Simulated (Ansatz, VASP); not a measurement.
**Cs: VASP beside Ansatz**

```
Cs
1.0
     0.00000    3.95973    3.95973
     3.95973    0.00000    3.95973
     3.95973    3.95973    0.00000
Cs
1
Direct
  0.00000 0.00000 0.00000
```

Alike in both runs: functional r2SCAN; k mesh 10 × 10 × 10; occupations gaussian, width 0.1 eV; no spin polarisation.

Ansatz relaxed the structure, and its values are those at the end. VASP's run is a single point on that final structure, the one shown.

```csv
,VASP,Ansatz
version,VASP 6.6.1,Ansatz 0.2.0
potentials or method,"VASP PAW PBE potentials, release 64 (Cs_sv), cutoff 520 eV","scalar-relativistic, plane waves, PAW"
valence electrons in the cell,9,9
```

|  | VASP | Ansatz | Ansatz less VASP |
| --- | --- | --- | --- |
| gap on the k mesh at the Fermi level (eV) | none | none | - |
| pressure (GPa) | 0.0 | 0.0 | 0.00 |

VASP's potentials were made for PBE, not for r2SCAN. A gap of «none» marks a metal or a gap that the smearing closes. With one functional, cell and mesh, what is left measures potentials, basis and numerics.

Neither program's run includes spin-orbit coupling.
